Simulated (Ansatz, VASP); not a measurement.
## Bi in VASP and in Ansatz

The input POSCAR:

```
Bi
1.0
    4.4709152952      0.0000000000      0.0000000000
   -2.2354576476      3.8719262238      0.0000000000
    0.0000000000      0.0000000000     11.6515650000
Bi
2
Direct
    0.3333333333      0.6666666667      0.2500000000
    0.6666666667      0.3333333333      0.7500000000
```

INCAR.step1

```
SYSTEM = Bi
PREC     = Accurate       ! precision mode
ENCUT    = 520            ! plane-wave cutoff, eV
ISMEAR   = 0              ! smearing method
SIGMA    = 0.15           ! smearing width, eV
LREAL    = .False.        ! projectors in reciprocal space
LASPH    = .True.         ! aspherical terms in the spheres
NELM     = 80             ! most SCF steps
NBANDS   = 22             ! bands
GGA      = PE             ! functional
ALGO     = Normal         ! electronic algorithm
EDIFF    = 1E-4           ! SCF threshold, eV
LWAVE    = .True.         ! write WAVECAR
LCHARG   = .False.        ! write CHGCAR
```

Contents of INCAR.step2:

```
SYSTEM = Bi
PREC     = Accurate       ! precision mode
ENCUT    = 520            ! plane-wave cutoff, eV
EDIFF    = 1E-6           ! SCF threshold, eV
ISMEAR   = 0              ! smearing method
SIGMA    = 0.15           ! smearing width, eV
LREAL    = .False.        ! projectors in reciprocal space
LASPH    = .True.         ! aspherical terms in the spheres
NELM     = 80             ! most SCF steps
ALGO     = Normal         ! electronic algorithm
ISIF     = 2              ! what is computed and relaxed
LWAVE    = .False.        ! write WAVECAR
LCHARG   = .True.         ! write CHGCAR
METAGGA  = R2SCAN         ! meta-GGA
LMIXTAU  = .True.       
LELF     = .True.         ! ELF
LVHAR    = .True.       
NBANDS   = 22             ! bands
ISTART   = 1
```

Contents of KPOINTS:

```
regular mesh
0
Gamma
  12 12 4
  0 0 0
```

Input for Ansatz:

```yaml
crystal:
  lattice:
    - [4.4709152952, 0.0, 0.0]
    - [-2.2354576476, 3.8719262238, 0.0]
    - [0.0, 0.0, 11.651565]
  atoms:
    - { symbol: Bi, position: [0.3333333333, 0.6666666667, 0.25] }
    - { symbol: Bi, position: [0.6666666667, 0.3333333333, 0.75] }
basis:
  ecutwfc: 500
kpoints:
  mp_grid: { grid: [12, 12, 4] }
hamiltonian:
  xc: r2scan
scf:
  occupations: { method: gaussian, width: 0.15 }
output:
  forces: true
  stress: true
  eigenvalues: true
  write_density: true
  write_potential: true
  elf: true
  volumetric_format: npy
```

Change from the starting cell: strain -0.015 along x and y, -0.015 along z, atoms carried along.

Alike in both runs: task single point; functional r2SCAN; k mesh 12 × 12 × 4; occupations gaussian, width 0.15 eV; no spin polarisation.

```csv
,VASP,Ansatz
version,VASP 6.6.1,Ansatz 0.2.0
potentials or method,"VASP PAW PBE potentials, release 64 (Bi_d), cutoff 520 eV","scalar-relativistic, plane waves, PAW"
valence electrons in the cell,30,30
```

```csv
,VASP,Ansatz,Ansatz less VASP
gap on the k mesh at the Fermi level (eV),none,none,-
pressure (GPa),-3.8,-3.7,+0.02
"traceless stress, the component that is largest in VASP (GPa)",3.22,3.22,0.000
```

VASP's potentials were made for PBE, not for r2SCAN. A gap of «none» marks a metal or a gap that the smearing closes.

Neither program's run includes spin-orbit coupling.
